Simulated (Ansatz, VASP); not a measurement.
# Co in VASP and in Ansatz

```xyz
1
Lattice="-1.3992 1.3992 1.3992 1.3992 -1.3992 1.3992 1.3992 1.3992 -1.3992" Properties=species:S:1:pos:R:3 pbc="T T T"
Co    0.0000    0.0000    0.0000
```

Alike in both runs: functional r2SCAN; k mesh 16 × 16 × 16; occupations fermi-dirac, width 0.05 eV; collinear spin.

Ansatz relaxed the structure, and its values are those at the end. VASP's run is a single point on that final structure, the one shown.

|  | VASP | Ansatz |
| --- | --- | --- |
| version | VASP 6.6.1 | Ansatz 0.2.0 |
| potentials or method | VASP PAW PBE potentials, release 64 (Co), cutoff 520 eV | plane waves (500 eV) with PAW, scalar-relativistic |
| valence electrons in the cell | 9 | 17 |

|  | VASP | Ansatz | Ansatz less VASP |
| --- | --- | --- | --- |
| pressure (GPa) | 0.0 | 0.0 | +0.05 |
| net moment per atom (μB) | 1.90 | 1.91 | +0.009 |
| size of the moment on the site where the two differ most (μB) | 1.96 | 2.03 | +0.065 |

VASP's potentials were made for PBE, not for r2SCAN. Site moments also hang on the region over which each program counts them. VASP's potentials hold 9 valence electrons a cell and Ansatz's 17, so a difference there can come from the potentials and not from the codes.
